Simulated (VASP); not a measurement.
# Rb2MnF6 (Fm-3m) in VASP: single point with LDA

Aim: the single point of Rb2MnF6 with LDA.

All numbers are computed with VASP 6.6.1; they aren't measurements. Logs are shortened: lines on timing, memory, paths and dates and some standing lists are left out, and cuts for length are marked.

## (1) The cell of the first run

The structure is cubic, space group Fm-3m (No. 225). Conventional cell: a = 8.430 Å, b = 8.430 Å, c = 8.430 Å, α = 90.00°, β = 90.00°, γ = 90.00°. Rb (site symmetry -43m) has 12 F at 3.00 Å and 4 Mn at 3.65 Å within 4.0 Å. Mn (site symmetry m-3m) has 6 F at 1.73 Å within 2.3 Å. F (site symmetry 4mm) has 1 Mn at 1.73 Å within 2.3 Å.

## (2) Single point, LDA, collinear spin, ferromagnetic start

File INCAR:

```
ALGO = Normal
EDIFF = 1E-7
ENCUT = 520
GGA = CA
ISIF = 2
ISMEAR = 0
ISPIN = 2
LASPH = T
LCHARG = F
LMAXMIX = 4
LORBIT = 11
LREAL = F
LWAVE = F
MAGMOM = 0 0 2.45 0.05 0.05 0.05 0.05 0.05 0.05
NBANDS = 50
NELM = 150
PREC = Accurate
SIGMA = 0.05
```

File KPOINTS:

```
k-points
0
Gamma
  4 4 4
```

File POSCAR:

```
Rb2MnF6
1.0
    0.0000000000      4.2150002200      4.2150002200
    4.2150002200      0.0000000000      4.2150002200
    4.2150002200      4.2150002200      0.0000000000
Rb Mn F
2 1 6
Direct
    0.2500000000      0.2500000000      0.2500000000
    0.7500000000      0.7500000000      0.7500000000
    0.0000000000      0.0000000000      0.0000000000
    0.7950000000      0.2050000000      0.2050000000
    0.2050000000      0.7950000000      0.2050000000
    0.2050000000      0.7950000000      0.7950000000
    0.7950000000      0.2050000000      0.7950000000
    0.2050000000      0.2050000000      0.7950000000
    0.7950000000      0.7950000000      0.2050000000
```

Potentials or basis: VASP PAW LDA potentials, release 64 (Rb_sv, Mn_pv, F).

The run is started by

```sh
> cat potpaw_LDA.64/Rb_sv/POTCAR potpaw_LDA.64/Mn_pv/POTCAR potpaw_LDA.64/F/POTCAR > POTCAR
> mpirun -np 1 vasp_std > vasp.out
```

OUTCAR:

```text
EDIFF = 1E-7
   ENCUT = 520
   GGA = CA
   ISIF = 2
   ISMEAR = 0
   ISPIN = 2
   LASPH = T
   LORBIT = 11
   LREAL = F
   NELM = 150
   PREC = Accurate

 ion  position               nearest neighbor table
   1  0.250  0.250  0.250-   4 3.00   7 3.00   5 3.00   6 3.00   6 3.00   7 3.00   4 3.00   5 3.00
                             8 3.00   9 3.00   9 3.00   8 3.00   3 3.65   3 3.65   3 3.65   3 3.65
   2  0.750  0.750  0.750-   6 3.00   7 3.00   4 3.00   5 3.00   4 3.00   7 3.00   5 3.00   6 3.00
                             8 3.00   9 3.00   9 3.00   8 3.00   3 3.65   3 3.65   3 3.65   3 3.65
   3  0.000  0.000  0.000-   4 1.73   5 1.73   6 1.73   7 1.73   8 1.73   9 1.73   2 3.65   2 3.65
                             1 3.65   2 3.65   2 3.65   1 3.65   1 3.65   1 3.65
   4  0.795  0.205  0.205-   3 1.73   2 3.00   1 3.00   2 3.00   1 3.00
   5  0.205  0.795  0.205-   3 1.73   2 3.00   1 3.00   2 3.00   1 3.00
   6  0.205  0.795  0.795-   3 1.73   2 3.00   2 3.00   1 3.00   1 3.00
   7  0.795  0.205  0.795-   3 1.73   2 3.00   2 3.00   1 3.00   1 3.00
   8  0.205  0.205  0.795-   3 1.73   2 3.00   1 3.00   2 3.00   1 3.00
   9  0.795  0.795  0.205-   3 1.73   2 3.00   2 3.00   1 3.00   1 3.00

  LATTYP: Found a face centered cubic cell.
 ALAT       =     8.4300004400

  Lattice vectors:

 A1 = (   0.0000000000,   4.2150002200,   4.2150002200)
 A2 = (   4.2150002200,   0.0000000000,   4.2150002200)
 A3 = (   4.2150002200,   4.2150002200,   0.0000000000)

Analysis of symmetry for initial positions (statically):
=====================================================================
 Subroutine PRICEL returns:
 Original cell was already a primitive cell.

 Routine SETGRP: Setting up the symmetry group for a
 face centered cubic supercell.

 Subroutine GETGRP returns: Found 48 space group operations
 (whereof 48 operations were pure point group operations)
 out of a pool of 48 trial point group operations.

The static configuration has the point symmetry O_h .

Analysis of symmetry for dynamics (positions and initial velocities):
=====================================================================
 Subroutine PRICEL returns:
 Original cell was already a primitive cell.

 Routine SETGRP: Setting up the symmetry group for a
 face centered cubic supercell.

 Subroutine GETGRP returns: Found 48 space group operations
 (whereof 48 operations were pure point group operations)
 out of a pool of 48 trial point group operations.

The dynamic configuration has the point symmetry O_h .

Analysis of structural, dynamic, and magnetic symmetry:
=====================================================================
 Subroutine PRICEL returns:
 Original cell was already a primitive cell.

 Routine SETGRP: Setting up the symmetry group for a
 face centered cubic supercell.

 Subroutine GETGRP returns: Found 48 space group operations
 (whereof 48 operations were pure point group operations)
 out of a pool of 48 trial point group operations.

The overall configuration has the point symmetry O_h .

 Subroutine INISYM returns: Found 48 space group operations
 (whereof 48 operations are pure point group operations),
 and found     1 'primitive' translations

----------------------------------------------------------------------------------------

                                     Primitive cell

  volume of cell :     149.7693

  direct lattice vectors                    reciprocal lattice vectors
     0.000000000  4.215000220  4.215000220    -0.118623956  0.118623956  0.118623956
     4.215000220  0.000000000  4.215000220     0.118623956 -0.118623956  0.118623956
     4.215000220  4.215000220  0.000000000     0.118623956  0.118623956 -0.118623956

  length of vectors
     5.960910477  5.960910477  5.960910477     0.205462719  0.205462719  0.205462719

  position of ions in fractional coordinates (direct lattice)
     0.250000000  0.250000000  0.250000000
     0.750000000  0.750000000  0.750000000
[... 58 lines left out ...]
   total plane-waves  NPLWV = 110592
   dimension x,y,z NGX =    48 NGY =   48 NGZ =   48
   dimension x,y,z NGXF=    96 NGYF=   96 NGZF=   96
   ions per type =               2   1   6
   NGX,Y,Z   is equivalent  to a cutoff of  13.39, 13.39, 13.39 a.u.
   NGXF,Y,Z  is equivalent  to a cutoff of  26.77, 26.77, 26.77 a.u.
 SYSTEM =  unknown system
   PREC   = accura    normal or accurate (medium, high low for compatibility)
   ISTART =      0    job   : 0-new  1-cont  2-samecut
   ICHARG =      2    charge: 1-file 2-atom 10-const
   ISPIN  =      2    spin polarized calculation?
   LNONCOLLINEAR =      F non collinear calculations
   LSORBIT =      F    spin-orbit coupling
   LASPH  =      T    aspherical Exc in radial PAW
   ENCUT  =  520.0 eV  38.22 Ry    6.18 a.u.  11.08 11.08 11.08*2*pi/ulx,y,z
   NELM   =    150;   NELMIN=  2; NELMDL= -5     # of ELM steps
   EDIFF  = 0.1E-06   stopping-criterion for ELM
   LREAL  =      F    real-space projection
   EDIFFG = 0.1E-05   stopping-criterion for IOM
   NSW    =      0    number of steps for IOM
   IBRION =     -1    ionic relax: 0-MD 1-quasi-New 2-CG
   NFREE  =      0    steps in history (QN), initial steepest desc. (CG)
   ISIF   =      2    stress and relaxation
   ISYM   =      2    0-nonsym 1-usesym 2-fastsym
   POTIM  = 0.5000    time-step for ionic-motion
   TEBEG  =    0.0;   TEEND  =   0.0 temperature during run
   PSTRESS=    0.0 pullay stress
   NELECT =      73.0000    total number of electrons
   NUPDOWN=      -1.0000    fix difference up-down
   EMIN   =  10.00;   EMAX   =-10.00  energy-range for DOS
   EFERMI =   0.00;   METHOD = LEGACY
   ISMEAR =     0;   SIGMA  =   0.05  broadening in eV -4-tet -1-fermi 0-gaus
   EFERMI_NEDOS =   21; number of points for ismear=-14 and -15
   IALGO  =     38    algorithm
   IMIX   =      4    mixing-type and parameters
     AMIX     =   0.40;   BMIX     =  1.00
     AMIX_MAG =   1.60;   BMIX_MAG =  1.00
  volume/ion in A,a.u.               =      16.64       112.30
  Fermi-wavevector in a.u.,A,eV,Ry     =   1.288373  2.434671 22.584368  1.659904
  Thomas-Fermi vector in A             =   2.420330
   LORBIT       =     11    0 simple, 1 ext, 2 COOP (PROOUT), +10 PAW based schemes
   GGA     = CA    functional components
   LHFCALC =     F    Hartree Fock is set to
   AEXX    =    0.0000 exact exchange contribution
   IVDW    =     0    specifies the selected vdW correction
   LEPSILON=     F    determine dielectric tensor
   LRPA    =     F    only Hartree local field effects (RPA)
 spin polarized calculation
 Gauss-broadening in eV      SIGMA  =   0.05
  energy-cutoff  :      520.00
  volume of cell :      149.77
 maximum number of plane-waves:      4056
 NGX is ok and might be reduce to    48
   NGX = 23   NGY = 23   NGZ = 23

 number of electron      72.9999981 magnetization       2.9999997

 Free energy of the ion-electron system (eV)
  ---------------------------------------------------
  ext. energy  EPLUGINS =         0.00000000
  ---------------------------------------------------
  free energy    TOTEN  =       -49.87808457 eV

  energy without entropy =      -49.87808457  energy(sigma->0) =      -49.87808457

 E-fermi :  -0.7665     XC(G=0):  -9.3408

 val. band max:       -1.0703734750   @ k =   0.5000   0.5000   0.0000
 cond. band min:       1.0234299585   @ k =   0.5000   0.5000   0.0000
 fundamental gap:      2.0938034334
 Fermi energy:        -0.7664520521

 spin component 1

 k-point     1 :       0.0000    0.0000    0.0000
  band No.  band energies     occupation
      1     -50.6450      1.00000
      2     -50.6450      1.00000
      3     -50.6450      1.00000
      4     -25.2039      1.00000
      5     -25.0727      1.00000
      6     -23.5346      1.00000
[... 397 lines left out ...]
     47       9.0226      0.00000
     48       9.3376      0.00000
 Fermi energy:        -0.7664520521

 spin component 2

 k-point     1 :       0.0000    0.0000    0.0000
  band No.  band energies     occupation
      1     -47.9799      1.00000
      2     -47.9799      1.00000
      3     -47.9799      1.00000
      4     -25.1947      1.00000
      5     -25.0696      1.00000
      6     -23.4201      1.00000
[... 397 lines left out ...]
     47       9.0750      0.00000
     48       9.3569      0.00000
 [bands above 48 left out]

------------------------ aborting loop because EDIFF is reached ----------------------------------------

  FORCE on cell =-STRESS in cart. coord.  units (eV):
  Direction    XX          YY          ZZ          XY          YZ          ZX
  --------------------------------------------------------------------------------------
  -------------------------------------------------------------------------------------
  Total        5.5188576      5.5188576      5.5188576      0.0000000      0.0000000     -0.0000000
  in kB       59.0387250     59.0387250     59.0387250      0.0000000      0.0000000     -0.0000000
  external PRESSURE =      59.0387250 kB  Pullay stress =       0.0000000 kB

 VOLUME and BASIS-vectors are now :
 -----------------------------------------------------------------------------
  energy-cutoff  :      520.00
  volume of cell :      149.77
      direct lattice vectors                 reciprocal lattice vectors
     0.000000000  4.215000220  4.215000220    -0.118623956  0.118623956  0.118623956
     4.215000220  0.000000000  4.215000220     0.118623956 -0.118623956  0.118623956
     4.215000220  4.215000220  0.000000000     0.118623956  0.118623956 -0.118623956

 POSITION                                       TOTAL-FORCE (eV/Angst)
 -----------------------------------------------------------------------------------
      2.10750      2.10750      2.10750         0.000000      0.000000      0.000000
      6.32250      6.32250      6.32250        -0.000000      0.000000     -0.000000
      0.00000      0.00000      0.00000        -0.000000     -0.000000      0.000000
      1.72815      4.21500      4.21500         2.258295     -0.000000      0.000000
      4.21500      1.72815      4.21500        -0.000000      2.258295      0.000000
      6.70185      4.21500      4.21500        -2.258295     -0.000000      0.000000
      4.21500      6.70185      4.21500        -0.000000     -2.258295      0.000000
      4.21500      4.21500      1.72815        -0.000000     -0.000000      2.258295
      4.21500      4.21500      6.70185        -0.000000     -0.000000     -2.258295
 -----------------------------------------------------------------------------------
    total drift:                               -0.000000     -0.000000     -0.000000

  FREE ENERGIE OF THE ION-ELECTRON SYSTEM (eV)
  ---------------------------------------------------
  free  energy   TOTEN  =       -49.8780845743 eV

  energy  without entropy=      -49.8780845743  energy(sigma->0) =      -49.87808457

 total charge

# of ion       s       p       d       tot
------------------------------------------
    1        1.934   5.342   0.017   7.293
    2        1.934   5.342   0.017   7.293
    3        0.435   6.667   5.125  12.226
    4        1.734   4.348   0.000   6.083
    5        1.734   4.348   0.000   6.083
    6        1.734   4.348   0.000   6.083
    7        1.734   4.348   0.000   6.083
    8        1.734   4.348   0.000   6.083
    9        1.734   4.348   0.000   6.083
--------------------------------------------------
tot         14.709  43.442   5.159  63.309

 magnetization (x)

# of ion       s       p       d       tot
------------------------------------------
    1        0.001   0.002   0.001   0.003
    2        0.001   0.002   0.001   0.003
    3        0.008   0.019   2.554   2.581
    4        0.000   0.047   0.000   0.047
    5        0.000   0.047   0.000   0.047
    6        0.000   0.047   0.000   0.047
    7        0.000   0.047   0.000   0.047
    8        0.000   0.047   0.000   0.047
    9        0.000   0.047   0.000   0.047
--------------------------------------------------
tot          0.010   0.303   2.556   2.869
```

It took 7.8 min on 1 thread of Oxide Virtual Turin-like, shared host; peak memory 0.3 GiB.

What came out:

- Free energy: -49.8781 eV
- Pressure: 5.9 GPa
- Largest force: 2.258 eV/Å
- Band gap on the k mesh: 2.09 eV, direct
- Net moment: 3.00 μB per cell
- Site moments: Rb +0.00; Mn +2.58; F +0.05 μB
- Valence electrons inside the program's atomic spheres: Rb 7.29; Mn 12.23; F 6.08

Forces on the atoms (eV/Å):
```
Rb   0.000  0.000  0.000
Rb   0.000  0.000  0.000
Mn   0.000  0.000  0.000
F    2.258  0.000  0.000
F    0.000  2.258  0.000
F   -2.258  0.000  0.000
F    0.000 -2.258  0.000
F    0.000  0.000  2.258
F    0.000  0.000 -2.258
```

Levels at points of the mesh, in eV from the valence-band top:
Spin up:
```tsv
k point	band 34	band 35	band 36	band 37	band 38	band 39	band 40	band 41	band 42	band 43
(0.00, 0.00, 0.00)	-2.17	-2.17	-0.05	-0.05	-0.05	3.37	3.37	5.32	7.59	7.59
(0.50, 0.00, 0.00)	-2.27	-2.24	-0.11	-0.04	-0.04	3.28	3.28	7.16	7.64	8.84
(0.50, 0.50, 0.00)	-2.34	-2.19	-0.19	0.00	0.00	3.01	3.39	7.35	7.97	8.34
```
Spin down:
```csv
k point,band 33,band 34,band 35,band 36,band 37,band 38
"(0.00, 0.00, 0.00)",-2.03,-2.03,-2.03,2.19,2.19,2.19
"(0.50, 0.00, 0.00)",-2.13,-2.13,-2.10,2.17,2.22,2.22
"(0.50, 0.50, 0.00)",-2.20,-2.20,-2.04,2.09,2.27,2.27
```

Caveat: a cell with one magnetic atom can't hold antiferromagnetic order, which such compounds often take; forces of over 1 eV/Å act on the atoms, so gaps and moduli don't describe the material at rest. A k mesh can miss the band edges.
